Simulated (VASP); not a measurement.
Wanted: the native input for a VASP 6.6.1 run.

| Property | Result |
| --- | --- |
| Task | single point |
| Functional | r2SCAN |
| Dispersion | D3(BJ) |
| Potentials or basis | VASP PAW PBE potentials, release 64 (Ga_d, O) |
| Cutoff | 520 eV |
| k mesh | 9 × 9 × 5 |
| Occupations | fermi-dirac, width 0.05 eV |
| Spin | no spin polarisation |
| Dipole correction | no |
| Further INCAR settings | ALGO = Normal; EDIFF = 1e-06; NBANDS = 55 |

Ga2O3:

```
CELL_PARAMETERS angstrom
6.11252 -1.51706 0.00201
6.11252 1.51706 0.00201
-1.38538 0.00000 5.63128
ATOMIC_POSITIONS crystal
Ga 0.34117 0.34117 0.68562
Ga 0.65883 0.65883 0.31438
Ga 0.90930 0.90930 0.20505
Ga 0.09070 0.09070 0.79495
O 0.50368 0.50368 0.74413
O 0.49632 0.49632 0.25587
O 0.82684 0.82684 0.43697
O 0.17316 0.17316 0.56303
O 0.83514 0.83514 0.89087
O 0.16486 0.16486 0.10913
```

One way to write it, as run:

POSCAR

```
Ga2O3
1.0
    6.1125204810     -1.5170649376      0.0020146956
    6.1125204810      1.5170649376      0.0020146956
   -1.3853844373      0.0000000000      5.6312774302
Ga O
4 6
Direct
    0.3411704842      0.3411704842      0.6856216946
    0.6588295158      0.6588295158      0.3143783054
    0.9093033163      0.9093033163      0.2050462958
    0.0906966837      0.0906966837      0.7949537042
    0.5036796733      0.5036796733      0.7441290433
    0.4963203267      0.4963203267      0.2558709567
    0.8268362702      0.8268362702      0.4369670503
    0.1731637298      0.1731637298      0.5630329497
    0.8351429292      0.8351429292      0.8908712060
    0.1648570708      0.1648570708      0.1091287940
```

INCAR.step1

```
SYSTEM = Ga2O3
ALGO = Normal
EDIFF = 1E-4
ENCUT = 520
GGA = PE
ISMEAR = -1
LASPH = .True.
LCHARG = .False.
LREAL = .False.
LWAVE = .True.
NBANDS = 55
NELM = 100
PREC = Accurate
SIGMA = 0.05
```

INCAR.step2

```
SYSTEM = Ga2O3
ALGO = Normal
EDIFF = 1E-6
ENCUT = 520
ISIF = 2
ISMEAR = -1
ISTART = 1
IVDW = 12
LASPH = .True.
LCHARG = .True.
LELF = .True.
LMIXTAU = .True.
LREAL = .False.
LVHAR = .True.
LWAVE = .False.
METAGGA = R2SCAN
NBANDS = 55
NELM = 100
PREC = Accurate
SIGMA = 0.05
VDW_A1 = 0.49484001
VDW_A2 = 5.73083694
VDW_S6 = 1.0
VDW_S8 = 0.78981345
```

KPOINTS

```
k-points
0
Gamma
  9 9 5
  0 0 0
```

Potentials or basis: VASP PAW PBE potentials, release 64 (Ga_d, O).

Run with:

```console
$ cat potpaw_PBE.64/Ga_d/POTCAR potpaw_PBE.64/O/POTCAR > POTCAR
$ cp INCAR.step1 INCAR
$ mpirun -np 1 vasp_std > vasp.out
$ cp INCAR.step2 INCAR
$ mpirun -np 1 vasp_std > vasp.out
```

Results of the run:

* Pressure: 1.4 GPa
* Largest force: 0.084 eV/Å
* Band gap on the k mesh: 3.06 eV (least direct gap 3.08 eV)
* Dispersion energy per atom: -0.094 eV

Caveat: three body term missing; the PAW data sets were made with another functional, which shifts forces and pressure a little; an odd mesh through Γ misses points on the zone boundary, where band edges can lie.

Wall time 65 min on 1 thread of Oxide Virtual Turin-like Processor (shared host), peak memory 0.64 GiB.
